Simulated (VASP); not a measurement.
Set up this calculation in VASP 6.6.1, as the native input.

```
Task                   : relaxation of shape and atoms at fixed volume
Functional             : PBE
Potentials or basis    : VASP PAW PBE potentials, release 64 (Li_sv, La, Cd, As)
Cutoff                 : 600 eV
k mesh                 : 6 × 6 × 4
Occupations            : gaussian, width 0.02 eV
Spin                   : no spin polarisation
Dipole correction      : no
Further INCAR settings : ALGO = Normal; EDIFF = 1e-07; IBRION = 2; EDIFFG = -0.01; NSW = 50; ISIF = 4
```

The structure of LiLaCdAs2 lies in POSCAR:

```
LiLaCdAs2
1.0
    4.3412279884      0.0000000000      0.0000000000
   -2.1706139942      3.7596137216      0.0000000000
    0.0000000000      0.0000000000      7.0000985828
Li La Cd As
1 1 1 2
Direct
    0.6666666667      0.3333333333      0.3678301087
    0.0000000000      0.0000000000      0.0096007826
    0.3333333333      0.6666666667      0.6185394941
    0.3333333333      0.6666666667      0.2428962578
    0.6666666667      0.3333333333      0.7611343468
```

The input as run:

INCAR

```
SYSTEM = LiLaCdAs2
  ALGO = Normal
  EDIFF = 1E-7
  EDIFFG = -0.01
  ENCUT = 600
  GGA = PE
  IBRION = 2
  ISIF = 4
  ISMEAR = 0
  LASPH = .True.
  LCHARG = .False.
  LREAL = .False.
  LWAVE = .False.
  NELM = 80
  NSW = 50
  PREC = Accurate
  SIGMA = 0.02
```

KPOINTS

```
k-points
0
Gamma
  6 6 4
  0 0 0
```

Potentials or basis: VASP PAW PBE potentials, release 64 (Li_sv, La, Cd, As).

Launch:

```bash
$ cat potpaw_PBE.64/Li_sv/POTCAR potpaw_PBE.64/La/POTCAR potpaw_PBE.64/Cd/POTCAR potpaw_PBE.64/As/POTCAR > POTCAR
$ mpirun -np 1 vasp_std > vasp.out
```

It gave:

```json
{"Energy gained by relaxing": "0.0 meV/atom", "Ionic steps": "3", "Pressure after relaxing": "4.0 GPa", "Largest force after relaxing": "0.003 eV/Å", "Band gap on the k mesh": "0.82 eV (least direct gap 1.14 eV)"}
```

Caveat: the cutoff is under 1.25 times the usual one of these potentials, so pressure, stress and relaxed cells hold a basis-set (Pulay) error; spin-orbit coupling is left out, which moves the levels of the heavy elements.

Wall time 4.1 min on 1 thread of Intel Xeon 8259CL, on a shared host, peak memory 0.34 GiB.
